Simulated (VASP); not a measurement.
Wanted: the native input for a VASP 6.6.1 run.

```yaml
Task: single point
Functional: PBE
Potentials_or_basis: VASP PAW PBE potentials, release 64 (Ba_sv)
Cutoff: 520 eV
k_mesh: 9 × 9 × 9
Occupations: fermi-dirac, width 0.136057 eV
Spin: no spin polarisation
Dipole_correction: no
Further_INCAR_settings: ALGO = Normal; EDIFF = 1e-06; NBANDS = 11
```

The structure of Ba lies in POSCAR:

```
Ba
1.0
    0.0000000000      3.1810402303      3.1810402303
    3.1810402303      0.0000000000      3.1810402303
    3.1810402303      3.1810402303      0.0000000000
Ba
1
Direct
    0.0000000000      0.0000000000      0.0000000000
```

These files were run (other wordings do the same):

INCAR

```
SYSTEM = Ba
PREC     = Accurate       ! precision mode
ENCUT    = 520            ! plane-wave cutoff, eV
EDIFF    = 1E-6           ! SCF threshold, eV
ISMEAR   = -1             ! smearing method
SIGMA    = 0.13605693000000002 ! smearing width, eV
LREAL    = .False.        ! projectors in reciprocal space
LASPH    = .True.         ! aspherical terms in the spheres
NELM     = 100            ! most SCF steps
ALGO     = Normal         ! electronic algorithm
ISIF     = 2              ! what is computed and relaxed
LWAVE    = .False.        ! write WAVECAR
LCHARG   = .False.        ! write CHGCAR
GGA      = PE             ! functional
NBANDS   = 11             ! bands
```

KPOINTS

```
Automatic mesh
0
Gamma
  9 9 9
  0 0 0
```

Potentials or basis: VASP PAW PBE potentials, release 64 (Ba_sv).

Run with:

```sh
$ cat potpaw_PBE.64/Ba_sv/POTCAR > POTCAR
$ mpirun -np 1 vasp_std > vasp.out
```

It gave:

The pressure is 0.1 GPa and the band gap on the k mesh is zero (band 5 reaches 1.71 eV, above the bottom of band 6 at 1.50 eV).

Caveat: spin-orbit coupling is left out, which moves the levels of the heavy elements.

It took 17 s on 1 thread of Intel Xeon 6975P-C (shared host), peak memory 0.2 GiB.
